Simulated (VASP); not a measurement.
A run of VASP 6.6.1 is set up as follows.

The input INCAR:

```
SYSTEM = Sc2AlAs3
PREC = Accurate ; ENCUT = 600
EDIFF = 1E-6 ; ISMEAR = 0
SIGMA = 0.1 ; LREAL = .False.
LASPH = .True. ; NELM = 100
ALGO = Normal ; ISIF = 3
LWAVE = .False. ; LCHARG = .False.
GGA = PE ; IBRION = 2
NSW = 100 ; EDIFFG = -0.01
```

The input KPOINTS:

```
Automatic mesh
0
Gamma
  12 12 8
  0 0 0
```

POSCAR

```
Sc2AlAs3
1.0
    5.2667968894      0.0000000000      0.0000000000
   -2.6333984447      4.5611799028      0.0000000000
    0.0000000000      0.0000000000      5.3993290214
Sc Al As
2 1 3
Direct
    0.3333333333      0.6666666667      0.0000000000
    0.6666666667      0.3333333333      0.0000000000
    0.0000000000      0.0000000000      0.0000000000
    0.3333333333      0.6666666667      0.5000000000
    0.6666666667      0.3333333333      0.5000000000
    0.0000000000      0.0000000000      0.5000000000
```

Potentials or basis: VASP PAW PBE potentials, release 64 (Sc_sv, Al, As).

Command:

```console
$ cat potpaw_PBE.64/Sc_sv/POTCAR potpaw_PBE.64/Al/POTCAR potpaw_PBE.64/As/POTCAR > POTCAR
$ mpirun -np 1 vasp_std > vasp.out
```

Task: What does it give for the relaxed cell?

Result: a = 5.242 Å, b = 5.242 Å, c = 5.453 Å, α = 90.00°, β = 90.00°, γ = 120.00°.

Task: Estimate the relaxed volume.

Result: 21.62 Å³/atom.

Task: Predict the space group after relaxing (to 0.1 Å).

Result: P6/mmm (No. 191).

Final structure:
```
Sc Al As
1.0
     5.24164    0.00000    0.00000
    -2.62082    4.53940    0.00000
     0.00000    0.00000    5.45303
Sc Al As
2 1 3
Cartesian
  0.0000 3.0263 0.0000
  2.6208 1.5131 5.4530
  0.0000 0.0000 0.0000
  0.0000 3.0263 2.7265
  2.6208 1.5131 2.7265
  0.0000 0.0000 2.7265
```
